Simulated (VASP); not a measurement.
A run of VASP 6.6.1 is set up as follows.

File INCAR:

```
ALGO = Normal ; EDIFF = 1E-7
ENCUT = 520 ; GGA = PS
GGA_COMPAT = False ; ISIF = 2
ISMEAR = 0 ; LASPH = True
LCHARG = False ; LORBIT = 11
LORBMOM = True ; LREAL = False
LSORBIT = True ; LWAVE = False
MAGMOM = 0 0 0 0 0 0 0 0 0 0 0 0 ; NBANDS = 54
NELM = 150 ; PREC = Accurate
SIGMA = 0.05
```

File KPOINTS:

```
k-points
0
Gamma
  6 6 4
```

The input POSCAR:

```
PbO
1.0
    3.9243160618      0.0000000000      0.0000000000
    0.0000000000      3.9243160618      0.0000000000
    0.0000000000      0.0000000000      4.9449648930
Pb O
2 2
Direct
    0.5000000000      0.0000000000      0.2368000000
    0.0000000000      0.5000000000      0.7632000000
    0.0000000000      0.0000000000      0.0000000000
    0.5000000000      0.5000000000      0.0000000000
```

Potentials or basis: VASP PAW PBE potentials, release 64 (Pb_d, O).

Launch:

```console
$ cat potpaw_PBE.64/Pb_d/POTCAR potpaw_PBE.64/O/POTCAR > POTCAR
$ mpirun -np 1 vasp_ncl > vasp.out
```

What does it give for the pressure?

4.1 GPa.

What does it give for the net moment?

0.00 μB per cell.

What does it give for the largest force?

0.632 eV/Å.

Stress tensor (GPa, compression positive):
```
4.35 0.00 0.00
0.00 4.35 0.00
0.00 0.00 3.74
```

Caveat: the cell stands under pressure; the PAW data sets were made with another functional, which shifts forces and pressure a little.
